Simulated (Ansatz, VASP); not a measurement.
**SnO in VASP and in Ansatz**

File INCAR:

```
SYSTEM = SnO
ALGO     = Normal         ! electronic algorithm
EDIFF    = 1E-7           ! SCF threshold, eV
EDIFFG   = -0.04          ! ionic threshold
ENCUT    = 600            ! plane-wave cutoff, eV
GGA      = PE             ! functional
IBRION   = 2              ! ionic algorithm
ISIF     = 3              ! what is computed and relaxed
ISMEAR   = 0              ! smearing method
LASPH    = .TRUE.         ! aspherical terms in the spheres
LCHARG   = .FALSE.        ! write CHGCAR
LREAL    = .FALSE.        ! projectors in reciprocal space
LWAVE    = .FALSE.        ! write WAVECAR
NELM     = 100            ! most SCF steps
NSW      = 90             ! ionic steps
PREC     = Accurate       ! precision mode
SIGMA    = 0.1            ! smearing width, eV
```

The input KPOINTS:

```
k-points
0
G
  4 4 2
  0 0 0
```

POSCAR

```
SnO
1.0
    2.5000000000     -2.8600000000      0.0000000000
    2.5000000000      2.8600000000      0.0000000000
    0.0000000000      0.0000000000     11.1200000000
Sn O
4 4
Direct
    0.0000000000      0.0000000000      0.0000000000
    0.0000000000      0.0000000000      0.5000000000
    0.5590000000      0.4410000000      0.2540000000
    0.4410000000      0.5590000000      0.7540000000
    0.9300000000      0.4300000000      0.3800000000
    0.0700000000      0.5700000000      0.8800000000
    0.5700000000      0.0700000000      0.3800000000
    0.4300000000      0.9300000000      0.8800000000
```

Input for Ansatz:

```yaml
crystal:
  lattice:
    - [2.5, -2.86, 0.0]
    - [2.5, 2.86, 0.0]
    - [0.0, 0.0, 11.12]
  atoms:
    - { symbol: Sn, position: [0.0, 0.0, 0.0] }
    - { symbol: Sn, position: [0.0, 0.0, 0.5] }
    - { symbol: Sn, position: [0.559, 0.441, 0.254] }
    - { symbol: Sn, position: [0.441, 0.559, 0.754] }
    - { symbol: O, position: [0.93, 0.43, 0.38] }
    - { symbol: O, position: [0.07, 0.57, 0.88] }
    - { symbol: O, position: [0.57, 0.07, 0.38] }
    - { symbol: O, position: [0.43, 0.93, 0.88] }
basis:
  ecutwfc: 420
kpoints:
  mp_grid: { grid: [4, 4, 2] }
hamiltonian:
  xc: pbe
scf:
  occupations: { method: gaussian, width: 0.1 }
  lower_state_search: "off"
output:
  forces: true
  stress: true
  eigenvalues: true
relax:
  adjacent_minimum: "off"
  f_tol: 0.04
  max_steps: 70
  cell: { stress_tol: 0.4 }
```

Alike in both runs: task relaxation of cell and atoms; functional PBE; k mesh 4 × 4 × 2; occupations gaussian, width 0.1 eV; no spin polarisation.

|  | VASP | Ansatz |
| --- | --- | --- |
| version | VASP 6.6.1 | Ansatz 0.2.0 |
| potentials or method | VASP PAW PBE potentials, release 64 (Sn_d, O), cutoff 600 eV | scalar-relativistic, plane waves, PAW |
| valence electrons in the cell | 80 | 80 |

|  | VASP | Ansatz | Ansatz less VASP |
| --- | --- | --- | --- |
| gap on the k mesh at the Fermi level, each at its own relaxed structure (eV) | 0.50 | 0.58 | +0.084 |
| relaxed volume (Å³/atom) | 18.99 | 19.21 | +0.214 |
| relaxed length of the cell vector where the two differ most in proportion (Å) | 10.155 | 10.280 | +0.1256 |
